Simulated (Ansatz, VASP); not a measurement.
# BaTiO3 in VASP and in Ansatz

File INCAR:

```
SYSTEM = BaTiO3
  ALGO = Normal
  EDIFF = 1E-6
  ENCUT = 910
  GGA = PE
  GGA_COMPAT = .FALSE.
  ISIF = 2
  ISMEAR = -1
  LASPH = .TRUE.
  LCHARG = .FALSE.
  LREAL = .FALSE.
  LWAVE = .FALSE.
  NBANDS = 28
  NELM = 120
  PREC = Accurate
  SIGMA = 0.05
```

The input KPOINTS:

```
k-points
0
G
  5 5 5
  0 0 0
```

POSCAR

```
BaTiO3
1.0
    3.9998000000      0.0399980000      0.0000000000
    0.0399980000      3.9998000000      0.0000000000
    0.0000000000      0.0000000000      4.0180000000
Ba Ti O
1 1 3
Direct
    0.0000000000      0.0000000000      0.0000000000
    0.5000000000      0.5000000000      0.4900000000
    0.0000000000      0.5000000000      0.5170000000
    0.5000000000      0.0000000000      0.5170000000
    0.5000000000      0.5000000000      0.0190000000
```

Contents of input.yaml:

```yaml
crystal:
  lattice:
    - [3.9998, 0.039998, 0.0]
    - [0.039998, 3.9998, 0.0]
    - [0.0, 0.0, 4.018]
  atoms:
    - { symbol: Ba, position: [0.0, 0.0, 0.0] }
    - { symbol: Ti, position: [0.5, 0.5, 0.49] }
    - { symbol: O, position: [0.0, 0.5, 0.517] }
    - { symbol: O, position: [0.5, 0.0, 0.517] }
    - { symbol: O, position: [0.5, 0.5, 0.019] }
hamiltonian:
  xc: pbe
  pseudopotentials: { kind: paw }
kpoints:
  mp_grid: { grid: [5, 5, 5] }
scf:
  occupations: { method: fermi_dirac, width: 0.05 }
output:
  forces: true
  stress: true
  eigenvalues: true
```

Alike in both runs: task single point; functional PBE; k mesh 5 × 5 × 5; occupations fermi-dirac, width 0.05 eV; no spin polarisation.

|  | VASP | Ansatz |
| --- | --- | --- |
| version | VASP 6.6.1 | Ansatz 0.2.0 |
| potentials or method | VASP PAW PBE potentials, release 64 (Ba_sv, Ti_sv, O_h) | Ansatz PAW |
| plane-wave cutoff (eV) | 910 | 420 |
| valence electrons in the cell | 40 | 40 |

|  | VASP | Ansatz | Ansatz less VASP |
| --- | --- | --- | --- |
| gap on the k mesh at the Fermi level (eV) | 1.92 | 1.97 | +0.045 |
| least direct gap on the mesh (eV) | 1.99 | 2.01 | +0.025 |
| rms of the force components (eV/Å) | 0.097 | 0.099 | +0.0022 |

Atom by atom the forces differ by 0.012 eV/Å (rms over components).

Spin-orbit coupling is off throughout. Noted on VASP's run: the cutoff is short for stress, so the pressure is rough. Noted on Ansatz's run: odd divisions of the mesh miss points on the zone boundary, where band edges often lie, so the gap on the mesh can be too wide.
